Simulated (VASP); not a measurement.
A run of VASP 6.6.1:

Contents of POSCAR:

```
PbO
1.0
    4.0161711778     -0.0080515023     -0.0113341675
   -0.0080515023      4.0290530593      0.0374124419
   -0.0151942345      0.0501539627      5.3990888730
Pb O
2 2
Direct
    0.5036851038     -0.0048150845      0.2301146433
    0.0044393646      0.5036452657      0.7704320414
   -0.0075501477      0.0052782296     -0.0019711083
    0.4994256793      0.4958915892      0.0014244236
```

The input INCAR.step1:

```
PREC = Accurate
ENCUT = 520
ISMEAR = 0
SIGMA = 0.05
LREAL = False
LASPH = True
NELM = 80
NBANDS = 28
GGA = PE
ALGO = Normal
EDIFF = 1E-4
LWAVE = True
LCHARG = False
```

INCAR.step2

```
PREC = Accurate
ENCUT = 520
EDIFF = 1E-6
ISMEAR = 0
SIGMA = 0.05
LREAL = False
LASPH = True
NELM = 80
ALGO = Normal
ISIF = 2
LWAVE = False
LCHARG = True
METAGGA = R2SCAN
LMIXTAU = True
LELF = True
LVHAR = True
NBANDS = 28
ISTART = 1
```

KPOINTS

```
Automatic mesh
0
Gamma
  6 6 4
```

Potentials or basis: VASP PAW PBE potentials, release 64 (Pb_d, O).

Launch:

```bash
$ cat potpaw_PBE.64/Pb_d/POTCAR potpaw_PBE.64/O/POTCAR > POTCAR
$ cp INCAR.step1 INCAR
$ mpirun -np 1 vasp_std > vasp.out
$ cp INCAR.step2 INCAR
$ mpirun -np 1 vasp_std > vasp.out
```

Hardware: 1 thread of Intel Xeon 8259CL, with other jobs on the host.

Q: Estimate the wall time of this run.

A: It took 17 min on 1 thread of Intel Xeon 8259CL, on a shared host, peak memory 0.3 GiB. Counts: k points 76.
